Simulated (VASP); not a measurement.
Here is a VASP 6.6.1 calculation.

The input POSCAR:

```
Si
1.0
    0.0000000000      2.7168139082      2.7168139082
    2.7168139082      0.0000000000      2.7168139082
    2.7168139082      2.7168139082      0.0000000000
Si
2
Direct
    0.7500000000      0.7500000000      0.7500000000
    0.5000000000      0.5000000000      0.5000000000
```

Contents of INCAR.step1:

```
PREC     = Accurate       # precision mode
ENCUT    = 520            # plane-wave cutoff, eV
EDIFF    = 1E-5           # SCF threshold, eV
ISMEAR   = 0              # smearing method
SIGMA    = 0.01           # smearing width, eV
LREAL    = False          # projectors in reciprocal space
LASPH    = True           # aspherical terms in the spheres
NELM     = 80             # most SCF steps
ALGO     = Normal         # electronic algorithm
ISIF     = 2              # what is computed and relaxed
LWAVE    = True           # write WAVECAR
NBANDS   = 11             # bands
GGA      = PE             # functional
```

The input INCAR.step2:

```
PREC     = Accurate       # precision mode
ENCUT    = 520            # plane-wave cutoff, eV
EDIFF    = 1E-6           # SCF threshold, eV
ISMEAR   = 0              # smearing method
SIGMA    = 0.01           # smearing width, eV
LREAL    = False          # projectors in reciprocal space
LASPH    = True           # aspherical terms in the spheres
NELM     = 80             # most SCF steps
ALGO     = Normal         # electronic algorithm
ISIF     = 2              # what is computed and relaxed
LWAVE    = False          # write WAVECAR
LCHARG   = True           # write CHGCAR
GGA      = PE             # functional
LHFCALC  = True           # exact exchange
AEXX     = 1.0            # exact-exchange fraction
ALDAC    = 0.0          
AGGAC    = 0.0          
PRECFOCK = Normal       
LELF     = True           # ELF
LVHAR    = True         
NBANDS   = 11             # bands
ISTART   = 1
```

KPOINTS

```
Automatic mesh
0
Gamma
  6 6 6
```

Potentials or basis: VASP PAW PBE potentials, release 64 (Si).

The run is started by

```bash
$ cat potpaw_PBE.64/Si/POTCAR > POTCAR
$ cp INCAR.step1 INCAR
$ mpirun -np 1 vasp_std > vasp.out
$ cp INCAR.step2 INCAR
$ mpirun -np 1 vasp_std > vasp.out
```

(1) What does it give for the band gap on the k mesh?

(2) Predict the pressure.

Results:

(1) 6.67 eV (least direct gap 9.17 eV).

(2) 3.2 GPa.

Caveat: the cell stands under pressure; the PAW data sets were made with another functional, which shifts forces and pressure a little.
